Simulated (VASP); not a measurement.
Runs of VASP 6.6.1 on La. The structure is that of space group Fm-3m (No. 225), or close to it. The cells are those of the table. This isn't the form of La at room conditions, which is double hcp.

```tsv
cell	k mesh	gap on the mesh (eV)	pressure (GPa)
a = 3.795 Å, angles 60.0°, 1 atom	17 × 17 × 17	none	-0.1
a = 3.941 Å, angles 60.0°, 1 atom	11 × 11 × 11	none	(b)
a = 3.691 Å, angles 60.0°, 1 atom	11 × 11 × 11	none	2.2
a = 3.894 Å, angles 60.0°, 1 atom	11 × 11 × 11	none	-1.7
a = 3.637 Å, angles 60.0°, 1 atom	11 × 11 × 11	none	(a)
a = 3.795 Å, angles 60.0°, 1 atom	10 × 10 × 10	none	0.1
a = 3.795 Å, angles 60.0°, 1 atom	11 × 11 × 11	none	-0.1
a = 3.744 Å, angles 60.0°, 1 atom	11 × 11 × 11	none	1.0
```

Alike in all rows: task single point; level revPBE; potentials or basis VASP PAW PBE potentials, release 64 (La); no spin polarisation; cutoff (eV) 520; smearing fermi-dirac 0.1 eV.

Q: Estimate the missing entries.

A: (a) 3.6; (b) -2.2.

Caveats: the PAW data sets were made with another functional, which shifts forces and pressure a little; spin-orbit coupling is left out, which moves the levels of the heavy elements; the cell stands under pressure (at least some runs).

A k mesh can miss the band edges, and the runs leave out spin-orbit coupling on La.

A gap of «none» marks levels without a gap at the run's occupations.
